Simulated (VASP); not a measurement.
Crystal: InSb3.

```
Sb In
1.0
     0.00000    3.71709    3.71709
     3.71709    0.00000    3.71709
     3.71709    3.71709    0.00000
Sb In
3 1
Direct
  0.50000 0.50000 0.50000
  0.75000 0.75000 0.75000
  0.25000 0.25000 0.25000
  0.00000 0.00000 0.00000
```

Base run:

```yaml
Program: VASP 6.6.1
Functional: r2SCAN
Potentials_or_basis: VASP PAW PBE potentials, release 64 (Sb, In_d)
Cutoff: 520 eV
k_mesh: 6 × 6 × 6
Occupations: fermi-dirac, width 0.05 eV
Spin: no spin polarisation
```

Its results: band gap on the k mesh zero (band 14 reaches 9.86 eV, above the bottom of band 15 at 6.74 eV); pressure 2.6 GPa.

Q: The run is repeated on the same cell with these changes: functional from r2SCAN to PBEsol; further incar settings from ALGO = Normal; EDIFF = 1e-06; NBANDS = 22 to ALGO = Normal; EDIFF = 1e-07; NBANDS = 22. What comes out?

A: Band gap on the k mesh zero (band 14 reaches 9.78 eV, above the bottom of band 15 at 6.46 eV); pressure 0.2 GPa.

Caveats: the PAW data sets were made with another functional, which shifts forces and pressure a little; spin-orbit coupling is left out, which moves the levels of the heavy elements.
